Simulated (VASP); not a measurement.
# MoSe: single point with PBE

The system is MoSe.

```
Mo Se
1.0
     0.00000    2.42306    2.42306
     2.42306    0.00000    2.42306
     2.42306    2.42306    0.00000
Mo Se
1 1
Direct
  0.00000 0.00000 0.00000
  0.50000 0.50000 0.50000
```

```json
{"Program": "VASP 6.6.1", "Task": "single point", "Functional": "PBE", "Potentials or basis": "VASP PAW PBE potentials, release 64 (Mo_sv, Se)", "Cutoff": "520 eV", "k mesh": "14 × 14 × 14", "Occupations": "gaussian, width 0.1 eV", "Spin": "collinear spin", "Starting moments": "[3.5, 0.0] μB"}
```

| Item | Value |
| --- | --- |
| Pressure | 53.2 GPa |
| Band gap on the k mesh | zero (filled and empty bands overlap) |
| Net moment | 0.00 μB per cell |
| Valence electrons inside the program's atomic spheres | Mo 12.85; Se 4.19 |

Levels at points of the mesh, in eV from the Fermi level:
Spin up:
| k point | band 8 | band 9 | band 10 | band 11 | band 12 | band 13 |
| --- | --- | --- | --- | --- | --- | --- |
| (0.00, 0.00, 0.00) | -2.86 | -2.34 | -2.34 | -2.34 | -2.20 | -2.20 |
| (0.50, 0.00, 0.00) | -6.87 | -0.14 | -0.14 | 0.93 | 2.49 | 6.62 |
| (0.50, 0.50, 0.00) | -4.18 | -4.18 | -0.99 | 0.74 | 0.74 | 2.23 |
Spin down:
```csv
k point,band 7,band 8,band 9,band 10,band 11,band 12,band 13,band 14
"(0.00, 0.00, 0.00)",-2.86,-2.86,-2.34,-2.34,-2.34,-2.20,-2.20,4.85
"(0.50, 0.00, 0.00)",-6.87,-6.87,-0.14,-0.14,0.93,2.48,6.62,6.62
"(0.50, 0.50, 0.00)",-5.06,-4.18,-4.18,-0.99,0.74,0.74,2.23,4.28
```

Wall time 61 s on 1 thread of Intel(R) Xeon(R) 6975P-C (Granite Rapids), on a shared host, peak memory 0.24 GiB.

Caveat: the cell stands under pressure.
